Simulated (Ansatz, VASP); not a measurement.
Rb2Nb: VASP beside Ansatz

```
CELL_PARAMETERS angstrom
6.70512 0.00000 0.00000
-3.35256 5.80680 0.00000
0.00000 0.00000 3.02814
ATOMIC_POSITIONS crystal
Rb 0.33333 0.66667 0.50000
Rb 0.66667 0.33333 0.50000
Nb 0.00000 0.00000 0.00000
```

Alike in both runs: functional PBE; k mesh 12 × 12 × 16; occupations gaussian, width 0.1 eV; no spin polarisation.

Ansatz relaxed the structure, and its values are those at the end. VASP's run is a single point on that final structure, the one shown.

```csv
,VASP,Ansatz
version,VASP 6.6.1,Ansatz 0.2.0
potentials or method,"VASP PAW PBE potentials, release 64 (Rb_sv, Nb_sv), cutoff 520 eV","scalar-relativistic, plane waves, PAW"
valence electrons in the cell,31,31
```

|  | VASP | Ansatz | Ansatz less VASP |
| --- | --- | --- | --- |
| gap on the k mesh at the Fermi level (eV) | none | none | - |
| pressure (GPa) | 0.0 | 0.0 | -0.02 |

A gap of «none» marks a metal or a gap that the smearing closes. With one functional, cell and mesh, what is left measures potentials, basis and numerics.
